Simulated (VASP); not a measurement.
Input of a VASP 6.6.1 run:

The input INCAR:

```
SYSTEM = PtF
ALGO     = Normal         ! electronic algorithm
EDIFF    = 1E-7           ! SCF threshold, eV
ENCUT    = 520            ! plane-wave cutoff, eV
GGA      = PE             ! functional
ISIF     = 2              ! what is computed and relaxed
ISMEAR   = 0              ! smearing method
LASPH    = .True.         ! aspherical terms in the spheres
LCHARG   = .False.        ! write CHGCAR
LREAL    = .False.        ! projectors in reciprocal space
LWAVE    = .False.        ! write WAVECAR
NBANDS   = 25             ! bands
NELM     = 80             ! most SCF steps
PREC     = Accurate       ! precision mode
SIGMA    = 0.1            ! smearing width, eV
```

Contents of KPOINTS:

```
k-points
0
Gamma
  18 18 12
  0 0 0
```

Contents of POSCAR:

```
PtF
1.0
    1.3816611621     -4.9735290902      0.0000000000
    1.3816611621      4.9735290902      0.0000000000
    0.0000000000      0.0000000000      3.8715319165
Pt F
2 2
Direct
    0.9174041071      0.0825958929      0.2500000000
    0.0825958929      0.9174041071      0.7500000000
    0.7100567491      0.2899432509      0.2500000000
    0.2899432509      0.7100567491      0.7500000000
```

Potentials or basis: VASP PAW PBE potentials, release 64 (Pt, F).

Run with:

```bash
$ cat potpaw_PBE.64/Pt/POTCAR potpaw_PBE.64/F/POTCAR > POTCAR
$ mpirun -np 1 vasp_std > vasp.out
```

Task: Predict the pressure.

Result: -0.3 GPa.

Task: Estimate the band gap on the k mesh.

Result: Zero (bands 17 and 18 overlap by 1.54 eV).

Task: What does it give for the largest force?

Result: 0.078 eV/Å.

Stress tensor (GPa, compression positive):
```
-0.64  0.00  0.00
 0.00  0.28  0.00
 0.00  0.00 -0.53
```

Caveat: spin-orbit coupling is left out, which moves the levels of the heavy elements.
